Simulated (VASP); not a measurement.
Here is a VASP 6.6.1 calculation.

File INCAR:

```
PREC     = Accurate       # precision mode
ENCUT    = 520            # plane-wave cutoff, eV
EDIFF    = 1E-7           # SCF threshold, eV
ISMEAR   = 0              # smearing method
SIGMA    = 0.1            # smearing width, eV
LREAL    = False          # projectors in reciprocal space
LASPH    = True           # aspherical terms in the spheres
NELM     = 60             # most SCF steps
ALGO     = Fast           # electronic algorithm
ISIF     = 2              # what is computed and relaxed
LWAVE    = False          # write WAVECAR
LCHARG   = True           # write CHGCAR
GGA      = PE             # functional
LELF     = True           # ELF
LVHAR    = True         
NBANDS   = 43             # bands
```

File KPOINTS:

```
Automatic mesh
0
Gamma
  6 6 6
```

POSCAR

```
Sn3Ge2
1.0
    0.0000000000      2.3397672100     11.6988360400
    2.2428196200      0.0000000000     11.6988360400
    2.2428196200      2.3397672100      0.0000000000
Sn Ge
3 2
Direct
    0.2000000000      0.2000000000      0.8000000000
    0.8000000000      0.8000000000      0.2000000000
    0.0000000000      0.0000000000      0.0000000000
    0.6000000000      0.6000000000      0.4000000000
    0.4000000000      0.4000000000      0.6000000000
```

Potentials or basis: VASP PAW PBE potentials, release 64 (Sn_d, Ge_d).

Command:

```console
$ cat potpaw_PBE.64/Sn_d/POTCAR potpaw_PBE.64/Ge_d/POTCAR > POTCAR
$ mpirun -np 1 vasp_std > vasp.out
```

What does it give for the pressure?

0.6 GPa.

What does it give for the band gap on the k mesh?

Zero (bands 35 and 36 overlap by 4.47 eV).

Predict the largest force.

0.764 eV/Å.

Forces in eV/Å, atoms in the order of the input:
```
Sn   0.000  0.000 -0.764
Sn   0.000  0.000  0.764
Sn   0.000  0.000  0.000
Ge   0.000  0.000  0.082
Ge   0.000  0.000 -0.082
```

Caveat: spin-orbit coupling is left out, which moves the levels of the heavy elements.
